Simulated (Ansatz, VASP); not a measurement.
# HfO2: VASP beside Ansatz

```
CELL_PARAMETERS angstrom
5.11500 0.00000 0.00000
0.00000 -5.11500 0.00000
0.00000 0.00000 -5.11500
ATOMIC_POSITIONS crystal
Hf 0.00346 0.50346 0.50000
Hf 0.50000 0.00000 0.50000
Hf 0.50000 0.50000 0.00000
Hf 0.00000 0.00000 0.00000
O 0.25000 0.25000 0.25000
O 0.75000 0.75000 0.25000
O 0.75000 0.25000 0.75000
O 0.25000 0.75000 0.75000
O 0.75000 0.75000 0.75000
O 0.25000 0.25000 0.75000
O 0.25000 0.75000 0.25000
O 0.75000 0.25000 0.25000
```

Alike in both runs: task single point; functional PBE; k mesh 6 × 6 × 6; occupations gaussian, width 0.05 eV; no spin polarisation.

|  | VASP | Ansatz |
| --- | --- | --- |
| version | VASP 6.6.1 | Ansatz 0.2.0 |
| potentials or method | VASP PAW PBE potentials, release 64 (Hf_pv, O), cutoff 520 eV | scalar-relativistic, plane waves, PAW |
| valence electrons in the cell | 88 | 152 |

VASP gave:

* gap on the k mesh at the Fermi level (eV): 3.72
* least direct gap on the mesh (eV): 3.72
* pressure (GPa): -6.0
* rms of the force components (eV/Å): 0.084

**Question.** Estimate Ansatz's values.

**Answer.** gap on the k mesh at the Fermi level (eV): 3.72; least direct gap on the mesh (eV): 3.72; pressure (GPa): -2.4; rms of the force components (eV/Å): 0.085.

Atom by atom the forces differ by 0.002 eV/Å (rms over components). With one functional, cell and mesh, what is left measures potentials, basis and numerics. VASP's potentials hold 88 valence electrons a cell and Ansatz's 152, so a difference there can come from the potentials and not from the codes.

Spin-orbit coupling is off throughout.
